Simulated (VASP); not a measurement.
Wanted: the native input for a VASP 6.6.1 run.

```yaml
Task: single point
Functional: PBEsol
Potentials_or_basis: VASP PAW PBE potentials, release 64 (Pd, Zn, O)
Cutoff: 520 eV
k_mesh: 3 × 3 × 3
Occupations: gaussian, width 0.05 eV
Spin: collinear spin
Starting_moments: "[1.09, 0.02, 0.02, 0.02, 0.01, 0.01, 0.01, 0.0, 0.19, 0.0, 0.0, 0.0, 0.19, 0.2, 0.19, 0.0] μB"
Hubbard_terms: Pd d U = 2.0 eV
Dipole_correction: no
Further_INCAR_settings: LREAL = Auto; ALGO = Normal; EDIFF = 1e-06; NBANDS = 89
```

The structure of Zn7PdO8 lies in POSCAR:

```
Zn7PdO8
1.0
    6.4988000000      0.0000000000      0.0000000000
   -3.2494000000      5.6281259000      0.0000000000
    0.0000000000      0.0000000000      5.2038000000
Pd Zn O
1 7 8
Direct
    0.1666666667      0.3333333333      0.0055080751
    0.1625697746      0.8312848873      0.0021773686
    0.6687151127      0.3374302254      0.0021773686
    0.6687151127      0.8312848873      0.0021773686
    0.3364086065      0.1635913935      0.4987452301
    0.3364086065      0.6728172130      0.4987452301
    0.8271827870      0.1635913935      0.4987452301
    0.8333333333      0.6666666667      0.5005415688
    0.1666666667      0.3333333333      0.4101812877
    0.1645051593      0.8322525797      0.3793578361
    0.6677474203      0.3354948407      0.3793578361
    0.6677474203      0.8322525797      0.3793578361
    0.3467667830      0.1532332170      0.8734159128
    0.3467667830      0.6935335660      0.8734159128
    0.8064664340      0.1532332170      0.8734159128
    0.8333333333      0.6666666667      0.8794800252
```

These files were run (other wordings do the same):

INCAR

```
ALGO = Normal ; EDIFF = 1E-6
ENCUT = 520 ; GGA = PS
ISIF = 2 ; ISMEAR = 0
ISPIN = 2 ; LASPH = True
LCHARG = False ; LDAU = True
LDAUJ = 0 0 0 ; LDAUL = 2 -1 -1
LDAUPRINT = 1 ; LDAUTYPE = 2
LDAUU = 2 0 0 ; LMAXMIX = 4
LORBIT = 11 ; LREAL = Auto
LUSENCCL = False ; LWAVE = False
MAGMOM = 1.09 0.02 0.02 0.02 0.01 0.01 0.01 0 0.19 0 0 0 0.19 0.2 0.19 0 ; NBANDS = 89
NELM = 150 ; PREC = Accurate
SIGMA = 0.05
```

KPOINTS

```
k-points
0
Gamma
  3 3 3
```

Potentials or basis: VASP PAW PBE potentials, release 64 (Pd, Zn, O).

Launch:

```console
$ cat potpaw_PBE.64/Pd/POTCAR potpaw_PBE.64/Zn/POTCAR potpaw_PBE.64/O/POTCAR > POTCAR
$ mpirun -np 1 vasp_std > vasp.out
```

Results of the run:

The pressure is 3.3 GPa. The largest force is 0.268 eV/Å. The net moment is 2.07 μB per cell. The site moments are Pd +1.23; Zn +0.01, +0.00 (each value once); O +0.16, +0.00, +0.17 (each value once) μB and the valence electrons inside the program's atomic spheres are Pd 9.30; Zn 10.92, 10.89, 10.88 (each value once); O 4.96, 4.99, 4.97 (each value once).

Caveat: the k points lie up to 0.40 Å⁻¹ apart; the PAW data sets were made with another functional, which shifts forces and pressure a little.

It took 2.5 min on 1 × NVIDIA H100 80GB with 1 thread of AMD EPYC 7R13 Processor (Zen 3), with other jobs on the host, peak memory 1.5 GiB.
